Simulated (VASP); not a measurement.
# Tl (I4/mmm) in VASP: single point with LDA

Aim: the single point of Tl with LDA.

Program: VASP 6.6.1. These are calculated values, not measurements. Logs are shortened: lines on timing, memory, paths and dates and some standing lists are left out, and cuts for length are marked.

### Step 1. The cell of the first run

Symmetry: I4/mmm, No. 139, tetragonal system. The conventional cell has a = 4.206 Å, b = 4.206 Å, c = 9.157 Å, α = 90.00°, β = 90.00°, γ = 90.00°. Within 5.5 Å of Tl (site symmetry 4/mmm) lie 12 Tl at 4.21 to 5.46 Å.

### Step 2. Single point, LDA

INCAR

```
PREC = Accurate
ENCUT = 520
EDIFF = 1E-6
ISMEAR = 0
SIGMA = 0.1
LREAL = False
LASPH = True
NELM = 60
ALGO = Normal
ISIF = 2
LWAVE = False
LCHARG = False
NBANDS = 12
```

KPOINTS

```
regular mesh
0
Gamma
  8 8 8
```

POSCAR

```
Tl
1.0
   -2.1031100000      2.1031100000      4.5787370000
    2.1031100000     -2.1031100000      4.5787370000
    2.1031100000      2.1031100000     -4.5787370000
Tl
1
Direct
    0.0000000000      0.0000000000      0.0000000000
```

Potentials or basis: VASP PAW LDA potentials, release 64 (Tl_d).

Run with:

```
$ cat potpaw_LDA.64/Tl_d/POTCAR > POTCAR
$ mpirun -np 1 vasp_std > vasp.out
```

OUTCAR:

```text
PREC = Accurate
   ENCUT = 520
   EDIFF = 1E-6
   ISMEAR = 0
   LREAL = False
   LASPH = True
   NELM = 60
   ISIF = 2

 ion  position               nearest neighbor table
   1  0.000  0.000  0.000-

  LATTYP: Found a body centered tetragonal cell.
 ALAT       =     4.2062200000
 C/A-ratio  =     2.1771267314

  Lattice vectors:

 A1 = (  -2.1031100000,   2.1031100000,   4.5787370000)
 A2 = (   2.1031100000,  -2.1031100000,   4.5787370000)
 A3 = (   2.1031100000,   2.1031100000,  -4.5787370000)

Analysis of symmetry for initial positions (statically):
=====================================================================
 Subroutine PRICEL returns:
 Original cell was already a primitive cell.

 Routine SETGRP: Setting up the symmetry group for a
 body centered tetragonal supercell.

 Subroutine GETGRP returns: Found 16 space group operations
 (whereof 16 operations were pure point group operations)
 out of a pool of 16 trial point group operations.

The static configuration has the point symmetry D_4h.

Analysis of symmetry for dynamics (positions and initial velocities):
=====================================================================
 Subroutine PRICEL returns:
 Original cell was already a primitive cell.

 Routine SETGRP: Setting up the symmetry group for a
 body centered tetragonal supercell.

 Subroutine GETGRP returns: Found 16 space group operations
 (whereof 16 operations were pure point group operations)
 out of a pool of 16 trial point group operations.

The dynamic configuration has the point symmetry D_4h.

 Subroutine INISYM returns: Found 16 space group operations
 (whereof 16 operations are pure point group operations),
 and found     1 'primitive' translations

----------------------------------------------------------------------------------------

                                     Primitive cell

  volume of cell :      81.0083

  direct lattice vectors                    reciprocal lattice vectors
    -2.103110000  2.103110000  4.578737000     0.000000000  0.237743152  0.109200419
     2.103110000 -2.103110000  4.578737000     0.237743152  0.000000000  0.109200419
     2.103110000  2.103110000 -4.578737000     0.237743152  0.237743152  0.000000000

  length of vectors
     5.459942844  5.459942844  5.459942844     0.261622892  0.261622892  0.336219590

  position of ions in fractional coordinates (direct lattice)
     0.000000000  0.000000000  0.000000000

  ion indices of the primitive-cell ions
   primitive index   ion index
                 1           1

[... 81 lines left out ...]
   PSTRESS=    0.0 pullay stress
   NELECT =      13.0000    total number of electrons
   NUPDOWN=      -1.0000    fix difference up-down
   EMIN   =  10.00;   EMAX   =-10.00  energy-range for DOS
   EFERMI =   0.00;   METHOD = LEGACY
   ISMEAR =     0;   SIGMA  =   0.10  broadening in eV -4-tet -1-fermi 0-gaus
   EFERMI_NEDOS =   21; number of points for ismear=-14 and -15
   IALGO  =     38    algorithm
   IMIX   =      4    mixing-type and parameters
     AMIX     =   0.40;   BMIX     =  1.00
     AMIX_MAG =   1.60;   BMIX_MAG =  1.00
  volume/ion in A,a.u.               =      81.01       546.67
  Fermi-wavevector in a.u.,A,eV,Ry     =   0.889637  1.681170 10.768380  0.791454
  Thomas-Fermi vector in A             =   2.011223
   LORBIT       =      0    0 simple, 1 ext, 2 COOP (PROOUT), +10 PAW based schemes
   GGA     = CA    functional components
   LHFCALC =     F    Hartree Fock is set to
   AEXX    =    0.0000 exact exchange contribution
   IVDW    =     0    specifies the selected vdW correction
   LEPSILON=     F    determine dielectric tensor
   LRPA    =     F    only Hartree local field effects (RPA)
 non-spin polarized calculation
 Gauss-broadening in eV      SIGMA  =   0.10
  energy-cutoff  :      520.00
  volume of cell :       81.01
 maximum number of plane-waves:      2197
 NGX is ok and might be reduce to    42
   NGX = 21   NGY = 21   NGZ = 21

 number of electron      13.0000002 magnetization

 Free energy of the ion-electron system (eV)
  ---------------------------------------------------
  ext. energy  EPLUGINS =         0.00000000
  ---------------------------------------------------
  free energy    TOTEN  =        -1.55873483 eV

  energy without entropy =       -1.54987496  energy(sigma->0) =       -1.55430489

 E-fermi :   0.1349     XC(G=0):  -6.2450

 val. band max:        0.1289969275   @ k =   0.3750   0.2500  -0.0000
 cond. band min:       0.1784823071   @ k =   0.5000   0.5000  -0.0000
 fundamental gap:      0.0494853796
 Fermi energy:         0.1349004183

 k-point     1 :       0.0000    0.0000    0.0000
  band No.  band energies     occupation
      1     -11.8858      2.00000
      2     -11.8813      2.00000
      3     -11.8347      2.00000
      4     -11.8347      2.00000
      5     -11.7804      2.00000
      6      -6.7560      2.00000
      7       2.1145      0.00000
      8       3.7887      0.00000
      9       3.9027      0.00000
     10       3.9027      0.00000
     11       7.1123      0.00000
     12       7.9926      0.00000
[... 331 lines left out ...]
 k-point    24 :       0.3750    0.1250    0.1250
  band No.  band energies     occupation
      1     -11.8609      2.00000
      2     -11.8511      2.00000
      3     -11.8441      2.00000
      4     -11.8221      2.00000
      5     -11.7768      2.00000
      6      -5.6153      2.00000
      7      -0.2265      2.00000
      8       1.9457      0.00000
      9       1.9940      0.00000
     10       4.9303      0.00000
     11       5.8553      0.00000
     12       7.8473      0.00000

 [... further k-points ...]

------------------------ aborting loop because EDIFF is reached ----------------------------------------

  FORCE on cell =-STRESS in cart. coord.  units (eV):
  Direction    XX          YY          ZZ          XY          YZ          ZX
  --------------------------------------------------------------------------------------
  -------------------------------------------------------------------------------------
  Total       -1.6772964     -1.6772964     -0.8993632      0.0000000     -0.0000000      0.0000000
  in kB      -33.1734564    -33.1734564    -17.7875460      0.0000000     -0.0000000      0.0000000
  external PRESSURE =     -28.0448196 kB  Pullay stress =       0.0000000 kB

 VOLUME and BASIS-vectors are now :
 -----------------------------------------------------------------------------
  energy-cutoff  :      520.00
  volume of cell :       81.01
      direct lattice vectors                 reciprocal lattice vectors
    -2.103110000  2.103110000  4.578737000     0.000000000  0.237743152  0.109200419
     2.103110000 -2.103110000  4.578737000     0.237743152  0.000000000  0.109200419
     2.103110000  2.103110000 -4.578737000     0.237743152  0.237743152  0.000000000

 POSITION                                       TOTAL-FORCE (eV/Angst)
 -----------------------------------------------------------------------------------
      0.00000      0.00000      0.00000         0.000000      0.000000      0.000000
 -----------------------------------------------------------------------------------
    total drift:                               -0.000000      0.000000     -0.000000

  FREE ENERGIE OF THE ION-ELECTRON SYSTEM (eV)
  ---------------------------------------------------
  free  energy   TOTEN  =        -1.5587348250 eV

  energy  without entropy=       -1.5498749595  energy(sigma->0) =       -1.55430489
```

Wall time 55 s (1 thread of Intel Xeon Platinum 8488C (Sapphire Rapids), shared host); peak memory 0.22 GiB.

Results:

* Free energy: -1.5587 eV
* Pressure: -2.8 GPa
* Band gap on the k mesh: zero (an odd number of electrons rules out a gap without spin polarisation)

Levels at points of the mesh, in eV from the Fermi level:
```
           k point  band 3  band 4  band 5  band 6  band 7  band 8  band 9  band 10
(0.00, 0.00, 0.00)  -11.97  -11.97  -11.92   -6.89    1.98    3.65    3.77     3.77
(0.50, 0.00, 0.00)  -11.96  -11.94  -11.93   -6.04   -0.80    1.55    4.17     4.31
(0.50, 0.50, 0.00)  -11.98  -11.97  -11.88   -5.39    0.04    0.64    2.13     3.99
(0.50, 0.50, 0.50)  -11.96  -11.96  -11.91   -6.57   -0.80    3.29    3.29     5.33
```

Caveat: spin-orbit coupling is left out, which moves the levels of the heavy elements.
